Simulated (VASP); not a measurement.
# AlN (F-43m) in VASP: elastic constants with PBEsol+D3(BJ)

Aim: the elastic constants of AlN with PBEsol+D3(BJ).

All numbers are computed with VASP 6.6.1; they aren't measurements. Logs are shortened: lines on timing, memory, paths and dates and some standing lists are left out, and cuts for length are marked.

### Step 1. The cell of the first run

The structure is cubic, space group F-43m (No. 216). Conventional cell: a = 4.356 Å, b = 4.356 Å, c = 4.356 Å, α = 90.00°, β = 90.00°, γ = 90.00°. Al (site symmetry -43m) has 4 N at 1.89 Å within 2.5 Å. Within 2.5 Å of N (site symmetry -43m) lie 4 Al at 1.89 Å.

### Step 2. Elastic constants, PBEsol+D3(BJ)

Contents of INCAR:

```
SYSTEM = AlN
  PREC = Accurate
  ENCUT = 600
  EDIFF = 1E-8
  ISMEAR = 0
  SIGMA = 0.01
  LREAL = .False.
  LASPH = .True.
  NELM = 80
  ALGO = Normal
  ISIF = 3
  LWAVE = .False.
  LCHARG = .True.
  GGA = PS
  IVDW = 12
  NBANDS = 11
  IBRION = 6
  NFREE = 2
  POTIM = 0.015
  NSW = 1
```

Contents of KPOINTS:

```
regular mesh
0
Gamma
  10 10 10
  0 0 0
```

Contents of POSCAR:

```
AlN
1.0
    0.0000000000      2.1780376771      2.1780376771
    2.1780376771      0.0000000000      2.1780376771
    2.1780376771      2.1780376771      0.0000000000
Al N
1 1
Direct
    0.0000000000      0.0000000000      0.0000000000
    0.7500000000      0.7500000000      0.7500000000
```

Potentials or basis: VASP PAW PBE potentials, release 64 (Al, N).

Started as:

```console
$ cat potpaw_PBE.64/Al/POTCAR potpaw_PBE.64/N/POTCAR > POTCAR
$ mpirun -np 1 vasp_std > vasp.out
```

OUTCAR:

```text
SYSTEM = AlN
   PREC = Accurate
   ENCUT = 600
   EDIFF = 1E-8
   ISMEAR = 0
   LREAL = .False.
   LASPH = .True.
   NELM = 80
   ISIF = 3
   GGA = PS
   IVDW = 12
   IBRION = 6
   NFREE = 2
   POTIM = 0.015
   NSW = 1
 IVDW          = 12

 ion  position               nearest neighbor table
   1  0.000  0.000  0.000-   2 1.89   2 1.89   2 1.89   2 1.89
   2  0.750  0.750  0.750-   1 1.89   1 1.89   1 1.89   1 1.89

  LATTYP: Found a face centered cubic cell.
 ALAT       =     4.3560753542

  Lattice vectors:

 A1 = (   0.0000000000,   2.1780376771,   2.1780376771)
 A2 = (   2.1780376771,   0.0000000000,   2.1780376771)
 A3 = (   2.1780376771,   2.1780376771,   0.0000000000)

Analysis of symmetry for initial positions (statically):
=====================================================================
 Subroutine PRICEL returns:
 Original cell was already a primitive cell.

 Routine SETGRP: Setting up the symmetry group for a
 face centered cubic supercell.

 Subroutine GETGRP returns: Found 24 space group operations
 (whereof 24 operations were pure point group operations)
 out of a pool of 48 trial point group operations.

The static configuration has the point symmetry T_d .

Analysis of symmetry for dynamics (positions and initial velocities):
=====================================================================
 Subroutine PRICEL returns:
 Original cell was already a primitive cell.

 Routine SETGRP: Setting up the symmetry group for a
 face centered cubic supercell.

 Subroutine GETGRP returns: Found 24 space group operations
 (whereof 24 operations were pure point group operations)
 out of a pool of 48 trial point group operations.

The dynamic configuration has the point symmetry T_d .

 Subroutine INISYM returns: Found 24 space group operations
 (whereof 24 operations are pure point group operations),
 and found     1 'primitive' translations

----------------------------------------------------------------------------------------

                                     Primitive cell

  volume of cell :      20.6646

  direct lattice vectors                    reciprocal lattice vectors
     0.000000000  2.178037677  2.178037677    -0.229564440  0.229564440  0.229564440
     2.178037677  0.000000000  2.178037677     0.229564440 -0.229564440  0.229564440
     2.178037677  2.178037677  0.000000000     0.229564440  0.229564440 -0.229564440

  length of vectors
     3.080210422  3.080210422  3.080210422     0.397617274  0.397617274  0.397617274

  position of ions in fractional coordinates (direct lattice)
     0.000000000  0.000000000  0.000000000
     0.750000000  0.750000000  0.750000000

  ion indices of the primitive-cell ions
   primitive index   ion index
                 1           1
                 2           2

----------------------------------------------------------------------------------------

 KPOINTS: regular mesh

Automatic generation of k-mesh.
 Grid dimensions read from file:
 generate k-points for:   10   10   10

 Generating k-lattice:

  Cartesian coordinates                     Fractional coordinates (reciprocal lattice)
    -0.022956444  0.022956444  0.022956444     0.100000000  0.000000000  0.000000000
     0.022956444 -0.022956444  0.022956444     0.000000000  0.100000000  0.000000000
     0.022956444  0.022956444 -0.022956444     0.000000000  0.000000000  0.100000000

  Length of vectors
     0.039761727  0.039761727  0.039761727

  Shift w.r.t. Gamma in fractional coordinates (k-lattice)
[... 81 lines left out ...]
   LEPSILON=     F    determine dielectric tensor
   LRPA    =     F    only Hartree local field effects (RPA)
 finite differences with symmetry
 non-spin polarized calculation
 Gauss-broadening in eV      SIGMA  =   0.01
  energy-cutoff  :      600.00
  volume of cell :       20.66
 maximum number of plane-waves:       701
 NGX is ok and might be reduce to    28
   NGX = 13   NGY = 13   NGZ = 13

--------------------------------------- Ionic step        1  -------------------------------------------

 number of electron       7.9999999 magnetization

 Free energy of the ion-electron system (eV)
  ---------------------------------------------------
  ext. energy  EPLUGINS =         0.00000000
  ---------------------------------------------------
  free energy    TOTEN  =       -15.60995689 eV

  energy without entropy =      -15.60995689  energy(sigma->0) =      -15.60995689

------------------------ aborting loop because EDIFF is reached ----------------------------------------

 Edisp (eV)   -0.45593

 E8    (eV) :    -0.2808
[... 105 lines left out ...]
  FREE ENERGIE OF THE ION-ELECTRON SYSTEM (eV)
  ---------------------------------------------------
  free  energy   TOTEN  =       -16.0629502113 eV

  energy  without entropy=      -16.0629502113  energy(sigma->0) =      -16.06295021

[... ionic steps 4 to 14 ...]

--------------------------------------- Ionic step       15  -------------------------------------------

 number of electron       7.9999999 magnetization

------------------------ aborting loop because EDIFF is reached ----------------------------------------
[... 75 lines left out ...]
--------------------------------------- Ionic step       17  -------------------------------------------

 number of electron       8.0000000 magnetization

 Free energy of the ion-electron system (eV)
  ---------------------------------------------------
  ext. energy  EPLUGINS =         0.00000000
  ---------------------------------------------------
  free energy    TOTEN  =       -15.60826665 eV

  energy without entropy =      -15.60826665  energy(sigma->0) =      -15.60826665

 E-fermi :   6.1213     XC(G=0): -11.1652

 val. band max:        5.9947263246   @ k =   0.0000   0.0000   0.0000
 cond. band min:       9.1462333834   @ k =   0.5000   0.5000   0.0000
 fundamental gap:      3.1515070588
 Fermi energy:         6.1213308736

 k-point     1 :       0.0000    0.0000    0.0000
  band No.  band energies     occupation
      1      -9.0515      2.00000
      2       5.9155      2.00000
      3       5.9555      2.00000
      4       5.9947      2.00000
      5      10.1603      0.00000
      6      18.5004      0.00000
      7      18.5053      0.00000
      8      18.5095      0.00000
      9      23.6060      0.00000
     10      23.6079      0.00000
     11      25.0287      0.00000
[... 309 lines left out ...]
 k-point    24 :       0.4000    0.3000    0.0000
  band No.  band energies     occupation
      1      -6.9918      2.00000
      2       1.7645      2.00000
      3       4.2157      2.00000
      4       4.5331      2.00000
      5      10.7764      0.00000
      6      15.4118      0.00000
      7      18.2314      0.00000
      8      20.5244      0.00000
      9      21.0567      0.00000
     10      27.2639      0.00000
     11      29.5066      0.00000

 [... further k-points ...]

------------------------ aborting loop because EDIFF is reached ----------------------------------------

 Edisp (eV)   -0.45593

 E8    (eV) :    -0.2808
[... 25 lines left out ...]
  FREE ENERGIE OF THE ION-ELECTRON SYSTEM (eV)
  ---------------------------------------------------
  free  energy   TOTEN  =       -16.0641951477 eV

  energy  without entropy=      -16.0641951477  energy(sigma->0) =      -16.06419515

 INTERNAL STRAIN TENSORS FROM STRAINED CELLS
 ============================================

 INTERNAL STRAIN TENSOR FOR ION    1 for displacements in x,y,z  (eV/Angst):
          X           Y           Z          XY          YZ          ZX
  --------------------------------------------------------------------------------
  x     0.00000    -0.00000     0.00000     0.00000    -9.84874    -0.00000
  y     0.00000    -0.00000     0.00000     0.00000     0.00000    -9.84845
  z     0.00000    -0.00000     0.00000    -9.84875     0.00000     0.00000

 INTERNAL STRAIN TENSORS FROM DISPLACED ATOMS
 ============================================

 INTERNAL STRAIN TENSOR FOR ION    1 for displacements in x,y,z  (eV/Angst):
          X           Y           Z          XY          YZ          ZX
  --------------------------------------------------------------------------------
  x     0.00000     0.00000     0.00000     0.00000    -9.84664     0.00000
  y    -0.00000    -0.00000    -0.00000     0.00000     0.00000    -9.84664
  z     0.00000     0.00000     0.00000    -9.84664     0.00000     0.00000

 INTERNAL STRAIN TENSOR FOR ION    2 for displacements in x,y,z  (eV/Angst):
          X           Y           Z          XY          YZ          ZX
  --------------------------------------------------------------------------------
  x     0.00000    -0.00000    -0.00000     0.00000     9.84370     0.00000
  y    -0.00000     0.00000    -0.00000     0.00000     0.00000     9.84370
  z    -0.00000    -0.00000     0.00000     9.84370     0.00000     0.00000

 Eigenvectors and eigenvalues of the dynamical matrix
 ----------------------------------------------------

   1 f  =   19.959819 THz   125.411238 2PiTHz  665.787880 cm-1    82.547139 meV
             X         Y         Z           dx          dy          dz
      0.000000  0.000000  0.000000     0.584577    0.000000    0.000000
      3.267057  3.267057  3.267057    -0.811338    0.000000    0.000000
[... 21 lines left out ...]
   6 f/i=    0.001941 THz     0.012197 2PiTHz    0.064749 cm-1     0.008028 meV
             X         Y         Z           dx          dy          dz
      0.000000  0.000000  0.000000     0.007262   -0.039699   -0.810334
      3.267057  3.267057  3.267057     0.005232   -0.028603   -0.583853

--------------------------------------------------------------------------------------------------------

 ELASTIC MODULI CONTR FROM IONIC RELAXATION (kBar)
 Direction    XX          YY          ZZ          XY          YZ          ZX
 --------------------------------------------------------------------------------
 XX          -0.0000     -0.0000     -0.0000      0.0000      0.0000      0.0000
 YY          -0.0000     -0.0000     -0.0000      0.0000      0.0000     -0.0000
 ZZ          -0.0000     -0.0000     -0.0000      0.0000      0.0000      0.0000
 XY           0.0000      0.0000      0.0000   -500.1117      0.0000      0.0000
 YZ           0.0000      0.0000      0.0000      0.0000   -500.1117      0.0000
 ZX           0.0000     -0.0000      0.0000      0.0000      0.0000   -500.1117
 --------------------------------------------------------------------------------

 TOTAL ELASTIC MODULI (kBar)
 Direction    XX          YY          ZZ          XY          YZ          ZX
 --------------------------------------------------------------------------------
 XX        2909.8256   1646.2534   1646.2534      0.0000      0.0000      0.0000
 YY        1646.2534   2909.8256   1646.2534      0.0000      0.0000     -0.0000
 ZZ        1646.2534   1646.2534   2909.8256      0.0000      0.0000      0.0000
 XY           0.0000      0.0000      0.0000   1828.8372      0.0000      0.0000
 YZ           0.0000      0.0000      0.0000      0.0000   1828.8372      0.0000
 ZX           0.0000     -0.0000      0.0000      0.0000      0.0000   1828.8372
 --------------------------------------------------------------------------------
```

It took 5.4 min on 1 thread of Intel Xeon 6975P-C (Granite Rapids), shared host; peak memory 0.28 GiB.

Results:

```
Elastic constants C11, C12, C44                         : 291, 165, 183 GPa
Voigt bulk modulus                                      : 207 GPa
Highest phonon frequency at Γ, LO-TO splitting left out : 666 cm⁻¹
Dispersion energy per atom                              : -0.228 eV
```

Phonon frequencies in cm⁻¹ (negative: imaginary):
```
              q point        frequencies
(0.000, 0.000, 0.000)  0 0 0 666 666 666
```

Elastic tensor in Voigt notation (GPa, in the Cartesian axes of the cell as first typed):
```
291 165 165   0   0   0
165 291 165   0   0   0
165 165 291   0   0   0
  0   0   0 183   0   0
  0   0   0   0 183   0
  0   0   0   0   0 183
```

Clamped-ion elastic tensor (GPa):
```
291 165 165   0   0   0
165 291 165   0   0   0
165 165 291   0   0   0
  0   0   0 233   0   0
  0   0   0   0 233   0
  0   0   0   0   0 233
```

Caveat: three body term missing; the PAW data sets were made with another functional, which shifts forces and pressure a little.
